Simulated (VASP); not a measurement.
The system is GaN.

```
CELL_PARAMETERS angstrom
0.00000 2.37579 2.37579
2.37579 0.00000 2.37579
2.37579 2.37579 0.00000
ATOMIC_POSITIONS crystal
Ga 0.00000 0.00000 0.00000
N 0.25000 0.25000 0.25000
```

This cell differs from its parent crystal: strain +5.6%.

Base run:

```yaml
Program: VASP 6.6.1
Functional: r2SCAN
Potentials_or_basis: VASP PAW PBE potentials, release 64 (Ga_d, N)
Cutoff: 520 eV
k_mesh: 10 × 10 × 10
Occupations: gaussian, width 0.01 eV
Spin: no spin polarisation
```

Its results: band gap on the k mesh 1.07 eV, direct; pressure -22.0 GPa.

The run is repeated on the same cell with these changes: functional from r2SCAN to HSE06; k mesh from 10 × 10 × 10 to 6 × 6 × 6. What comes out?

Band gap on the k mesh 1.79 eV, direct; pressure -22.7 GPa.

Several settings changed at once, so the effect can't be laid on one alone.

Caveats: the PAW data sets were made with another functional, which shifts forces and pressure a little.

